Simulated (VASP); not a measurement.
# Cd3N2 (P6/mmm) in VASP: notebook

The runs below take Cd3N2 through single point, relaxation of cell and atoms, with PBE.

Everything below comes from runs of VASP 6.6.1. Logs are shortened: lines on timing, memory, paths and dates and some standing lists are left out, and cuts for length are marked.

## (1) The cell of the first run

Symmetry: P6/mmm, No. 191, hexagonal system. The conventional cell has a = 6.458 Å, b = 6.458 Å, c = 4.023 Å, α = 90.00°, β = 90.00°, γ = 120.00°. Within 4.2 Å of Cd (site symmetry mmm) lie 6 Cd at 3.23 to 4.02 Å and 8 N at 3.54 to 4.12 Å. N (site symmetry 6mm) has 1 N at 1.11 Å within 1.5 Å.

## (2) Single point, PBE

Input file INCAR:

```
SYSTEM = Cd3N2
  ALGO = Normal
  EDIFF = 1E-7
  ENCUT = 520
  GGA = PE
  ISIF = 2
  ISMEAR = 0
  LASPH = .True.
  LCHARG = .False.
  LREAL = .False.
  LWAVE = .False.
  NBANDS = 31
  NELM = 100
  PREC = Accurate
  SIGMA = 0.1
```

Input file KPOINTS:

```
k-points
0
Gamma
  6 6 8
  0 0 0
```

Input file POSCAR:

```
Cd3N2
1.0
    6.4584265392      0.0000000000      0.0000000000
   -3.2292132696      5.5931614514      0.0000000000
    0.0000000000      0.0000000000      4.0228571492
Cd N
3 2
Direct
    0.5000000000      0.0000000000      0.0000000000
    0.0000000000      0.5000000000      0.0000000000
    0.5000000000      0.5000000000      0.0000000000
    0.0000000000      0.0000000000      0.6379408338
    0.0000000000      0.0000000000      0.3620591662
```

Potentials or basis: VASP PAW PBE potentials, release 64 (Cd, N).

Started as:

```sh
$ cat potpaw_PBE.64/Cd/POTCAR potpaw_PBE.64/N/POTCAR > POTCAR
$ mpirun -np 1 vasp_std > vasp.out
```

OUTCAR:

```text
SYSTEM = Cd3N2
   EDIFF = 1E-7
   ENCUT = 520
   GGA = PE
   ISIF = 2
   ISMEAR = 0
   LASPH = .True.
   LREAL = .False.
   NELM = 100
   PREC = Accurate

 ion  position               nearest neighbor table
   1  0.500  0.000  0.000-   2 3.23   3 3.23   3 3.23   2 3.23
   2  0.000  0.500  0.000-   1 3.23   1 3.23   3 3.23   3 3.23
   3  0.500  0.500  0.000-   1 3.23   1 3.23   2 3.23   2 3.23
   4  0.000  0.000  0.638-   5 1.11
   5  0.000  0.000  0.362-   4 1.11

  LATTYP: Found a hexagonal cell.
 ALAT       =     6.4584265392
 C/A-ratio  =     0.6228850208

  Lattice vectors:

 A1 = (   6.4584265392,   0.0000000000,   0.0000000000)
 A2 = (  -3.2292132696,   5.5931614514,   0.0000000000)
 A3 = (   0.0000000000,   0.0000000000,   4.0228571492)

Analysis of symmetry for initial positions (statically):
=====================================================================
 Subroutine PRICEL returns:
 Original cell was already a primitive cell.

 Routine SETGRP: Setting up the symmetry group for a
 hexagonal supercell.

 Subroutine GETGRP returns: Found 24 space group operations
 (whereof 24 operations were pure point group operations)
 out of a pool of 24 trial point group operations.

The static configuration has the point symmetry D_6h.

Analysis of symmetry for dynamics (positions and initial velocities):
=====================================================================
 Subroutine PRICEL returns:
 Original cell was already a primitive cell.

 Routine SETGRP: Setting up the symmetry group for a
 hexagonal supercell.

 Subroutine GETGRP returns: Found 24 space group operations
 (whereof 24 operations were pure point group operations)
 out of a pool of 24 trial point group operations.

The dynamic configuration has the point symmetry D_6h.

 Subroutine INISYM returns: Found 24 space group operations
 (whereof 24 operations are pure point group operations),
 and found     1 'primitive' translations

----------------------------------------------------------------------------------------

                                     Primitive cell

  volume of cell :     145.3178

  direct lattice vectors                    reciprocal lattice vectors
     6.458426539  0.000000000  0.000000000     0.154836475  0.089394881  0.000000000
    -3.229213270  5.593161451  0.000000000     0.000000000  0.178789761  0.000000000
[... 86 lines left out ...]
   LNONCOLLINEAR =      F non collinear calculations
   LSORBIT =      F    spin-orbit coupling
   LASPH  =      T    aspherical Exc in radial PAW
   ENCUT  =  520.0 eV  38.22 Ry    6.18 a.u.  12.01 12.01  7.48*2*pi/ulx,y,z
   NELM   =    100;   NELMIN=  2; NELMDL= -5     # of ELM steps
   EDIFF  = 0.1E-06   stopping-criterion for ELM
   LREAL  =      F    real-space projection
   EDIFFG = 0.1E-05   stopping-criterion for IOM
   NSW    =      0    number of steps for IOM
   IBRION =     -1    ionic relax: 0-MD 1-quasi-New 2-CG
   NFREE  =      0    steps in history (QN), initial steepest desc. (CG)
   ISIF   =      2    stress and relaxation
   ISYM   =      2    0-nonsym 1-usesym 2-fastsym
   POTIM  = 0.5000    time-step for ionic-motion
   TEBEG  =    0.0;   TEEND  =   0.0 temperature during run
   PSTRESS=    0.0 pullay stress
   NELECT =      46.0000    total number of electrons
   NUPDOWN=      -1.0000    fix difference up-down
   EMIN   =  10.00;   EMAX   =-10.00  energy-range for DOS
   EFERMI =   0.00;   METHOD = LEGACY
   ISMEAR =     0;   SIGMA  =   0.10  broadening in eV -4-tet -1-fermi 0-gaus
   EFERMI_NEDOS =   21; number of points for ismear=-14 and -15
   IALGO  =     38    algorithm
   IMIX   =      4    mixing-type and parameters
     AMIX     =   0.40;   BMIX     =  1.00
     AMIX_MAG =   1.60;   BMIX_MAG =  1.00
  volume/ion in A,a.u.               =      29.06       196.13
  Fermi-wavevector in a.u.,A,eV,Ry     =   1.115718  2.108402 16.936903  1.244827
  Thomas-Fermi vector in A             =   2.252326
   LORBIT       =      0    0 simple, 1 ext, 2 COOP (PROOUT), +10 PAW based schemes
   GGA     = PE    functional components
   LHFCALC =     F    Hartree Fock is set to
   AEXX    =    0.0000 exact exchange contribution
   IVDW    =     0    specifies the selected vdW correction
   LEPSILON=     F    determine dielectric tensor
   LRPA    =     F    only Hartree local field effects (RPA)
 non-spin polarized calculation
 Gauss-broadening in eV      SIGMA  =   0.10
  energy-cutoff  :      520.00
  volume of cell :      145.32
 maximum number of plane-waves:      3948
   NGX = 25   NGY = 25   NGZ = 15

 number of electron      46.0000019 magnetization

 Free energy of the ion-electron system (eV)
  ---------------------------------------------------
  ext. energy  EPLUGINS =         0.00000000
  ---------------------------------------------------
  free energy    TOTEN  =       -17.35760993 eV

  energy without entropy =      -17.35205667  energy(sigma->0) =      -17.35483330

 E-fermi :   0.1450     XC(G=0):  -8.0991

 val. band max:        0.1261284465   @ k =   0.0000   0.0000   0.2500
 cond. band min:       0.2138134967   @ k =   0.3333   0.0000   0.5000
 fundamental gap:      0.0876850502
 Fermi energy:         0.1450451772

 k-point     1 :       0.0000    0.0000    0.0000
  band No.  band energies     occupation
      1     -23.7753      2.00000
      2      -8.7046      2.00000
      3      -8.5684      2.00000
      4      -8.4092      2.00000
      5      -8.4092      2.00000
      6      -8.2580      2.00000
[... 805 lines left out ...]
     30       4.5003      0.00000
     31       4.7129      0.00000

 [... further k-points ...]
[... 5 lines left out ...]
  --------------------------------------------------------------------------------------
  -------------------------------------------------------------------------------------
  Total       -0.0019459     -0.0019459      1.6778793     -0.0000000      0.0000000      0.0000000
  in kB       -0.0214545     -0.0214545     18.4991858     -0.0000000      0.0000000      0.0000000
  external PRESSURE =       6.1520923 kB  Pullay stress =       0.0000000 kB

 VOLUME and BASIS-vectors are now :
 -----------------------------------------------------------------------------
  energy-cutoff  :      520.00
  volume of cell :      145.32
      direct lattice vectors                 reciprocal lattice vectors
     6.458426539  0.000000000  0.000000000     0.154836475  0.089394881  0.000000000
    -3.229213270  5.593161451  0.000000000     0.000000000  0.178789761  0.000000000
     0.000000000  0.000000000  4.022857149     0.000000000  0.000000000  0.248579545

 POSITION                                       TOTAL-FORCE (eV/Angst)
 -----------------------------------------------------------------------------------
      3.22921      0.00000      0.00000        -0.000000      0.000000      0.000000
     -1.61461      2.79658      0.00000        -0.000000      0.000000      0.000000
      1.61461      2.79658      0.00000        -0.000000      0.000000      0.000000
      0.00000      0.00000      2.56634        -0.000000      0.000000      1.572233
      0.00000      0.00000      1.45651         0.000000     -0.000000     -1.572233
 -----------------------------------------------------------------------------------
    total drift:                               -0.000000      0.000000      0.000000

  FREE ENERGIE OF THE ION-ELECTRON SYSTEM (eV)
  ---------------------------------------------------
  free  energy   TOTEN  =       -17.3576099287 eV

  energy  without entropy=      -17.3520566698  energy(sigma->0) =      -17.35483330
```

OSZICAR:

```text
N       E                     dE             d eps       ncg     rms          rms(c)
DAV:   1     0.325646751836E+03    0.32565E+03   -0.22499E+04  2170   0.134E+03
DAV:   2     0.113142490631E+01   -0.32452E+03   -0.30726E+03  2415   0.351E+02
DAV:   3    -0.185776784332E+02   -0.19709E+02   -0.19303E+02  2522   0.855E+01
DAV:   4    -0.188042717256E+02   -0.22659E+00   -0.22498E+00  2247   0.898E+00
DAV:   5    -0.188062555912E+02   -0.19839E-02   -0.19835E-02  2550   0.727E-01    0.882E+00
DAV:   6    -0.174330061993E+02    0.13732E+01   -0.49353E+00  2589   0.110E+01    0.504E+00
DAV:   7    -0.173949140663E+02    0.38092E-01   -0.46484E-01  2240   0.319E+00    0.289E+00
DAV:   8    -0.173580986379E+02    0.36815E-01   -0.63938E-02  2373   0.151E+00    0.277E-01
DAV:   9    -0.173575675472E+02    0.53109E-03   -0.71177E-03  2331   0.631E-01    0.123E-01
DAV:  10    -0.173575499499E+02    0.17597E-04   -0.64518E-04  2387   0.134E-01    0.627E-02
DAV:  11    -0.173576074702E+02   -0.57520E-04   -0.96517E-05  2403   0.528E-02    0.986E-03
DAV:  12    -0.173576094893E+02   -0.20191E-05   -0.49716E-06  2432   0.141E-02    0.453E-03
DAV:  13    -0.173576101242E+02   -0.63494E-06   -0.49604E-06  2482   0.119E-02    0.270E-03
DAV:  14    -0.173576099329E+02    0.19127E-06   -0.93320E-07  2294   0.598E-03    0.578E-04
DAV:  15    -0.173576099287E+02    0.42401E-08   -0.62067E-08  1475   0.122E-03
   1 F= -.17357610E+02 E0= -.17354833E+02  d E =-.555326E-02
```

stdout:

```text
POSCAR found type information on POSCAR CdN
 POSCAR found :  2 types and       5 ions
 scaLAPACK will be used
 LDA part: xc-table for (Slater+PW92), standard interpolation
 POSCAR, INCAR and KPOINTS ok, starting setup
 FFT: planning ... GRIDC
 FFT: planning ... GRID_SOFT
 FFT: planning ... GRID
 WAVECAR not read
 entering main loop
```

Run time: 3.1 min. Hardware: 1 thread of Oxide Virtual Turin-like, shared host; peak memory 0.27 GiB.

Results:

- Free energy: -17.3576 eV
- Pressure: 0.6 GPa
- Largest force: 1.572 eV/Å
- Band gap on the k mesh: zero (band 23 reaches 0.70 eV, above the bottom of band 24 at -0.31 eV)

Forces in eV/Å, atoms in the order of the input:
```
Cd   0.000  0.000  0.000
Cd   0.000  0.000  0.000
Cd   0.000  0.000  0.000
N    0.000  0.000  1.572
N    0.000  0.000 -1.572
```

Levels at points of the mesh, in eV from the Fermi level:
```tsv
k point	band 20	band 21	band 22	band 23	band 24	band 25	band 26	band 27
(0.00, 0.00, 0.00)	-6.85	-4.50	-0.60	-0.60	-0.46	1.66	1.66	2.44
(0.50, 0.00, 0.00)	-6.70	-4.02	-3.28	-1.00	1.08	2.27	2.40	4.15
(0.00, 0.00, 0.50)	-5.34	-3.51	-0.45	0.55	0.56	0.56	0.86	0.86
(0.50, 0.00, 0.50)	-5.30	-3.12	-2.12	-0.40	0.43	1.18	2.03	2.11
```

Caveat: the standard files for N, O and F lose accuracy on very short bonds; forces of over 1 eV/Å act on the atoms, so gaps and moduli don't describe the material at rest.

[end of part 1 of 2]
